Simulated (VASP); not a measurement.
Y2CF2:

```xyz
5
Lattice="3.6592 0.0000 0.0000 -1.8296 3.1690 0.0000 0.0000 0.0000 6.4746" Properties=species:S:1:pos:R:3 pbc="T T T"
Y     0.0000    2.1127    1.3576
Y     1.8296    1.0563    5.1171
C     0.0000    0.0000    0.0000
F     0.0000    2.1127    4.0028
F     1.8296    1.0563    2.4719
```

| Item | Value |
| --- | --- |
| Program | VASP 6.6.1 |
| Task | relaxation of cell and atoms |
| Functional | PBEsol |
| Potentials or basis | VASP PAW PBE potentials, release 64 (Y_sv, C, F) |
| Cutoff | 600 eV |
| k mesh | 9 × 9 × 4 |
| Occupations | gaussian, width 0.02 eV |
| Spin | no spin polarisation |

At the start: pressure -4.4 GPa; volume 15.02 Å³/atom.

Problem. Where does the relaxation end?

Solution. Over 12 steps the energy falls by 9.4 meV/atom and the volume is 14.39 Å³/atom (-4.2 %); space group P-3m1 (No. 164, to 0.1 Å) before and after.

Step by step:
```csv
step,energy change (eV),largest force (eV/Å),pressure (GPa),volume (Å³)
1,0.0000,0.0848,-4.44,75.08
2,-0.0246,0.2431,3.14,70.65
3,-0.0403,0.1823,0.02,72.30
4,-0.0426,0.0923,-0.01,72.21
5,-0.0428,0.1039,-0.02,72.18
6,-0.0447,0.0821,-0.04,72.10
7,-0.0466,0.0291,-0.01,71.91
8,-0.0466,0.0300,-0.03,71.93
9,-0.0467,0.0184,0.07,71.90
10,-0.0467,0.0133,0.05,71.90
11,-0.0468,0.0009,-0.10,71.96
12,-0.0468,0.0033,-0.03,71.94
```

Final structure:
```xyz
5
Lattice="3.6256 0.0000 0.0000 -1.8128 3.1398 0.0000 0.0000 0.0000 6.3196" Properties=species:S:1:pos:R:3 pbc="T T T"
Y     0.0000    2.0932    1.3468
Y     1.8128    1.0466    4.9729
C     0.0000    0.0000    0.0000
F     0.0000    2.0932    3.8829
F     1.8128    1.0466    2.4367
```

Caveat: the PAW data sets were made with another functional, which shifts forces and pressure a little.
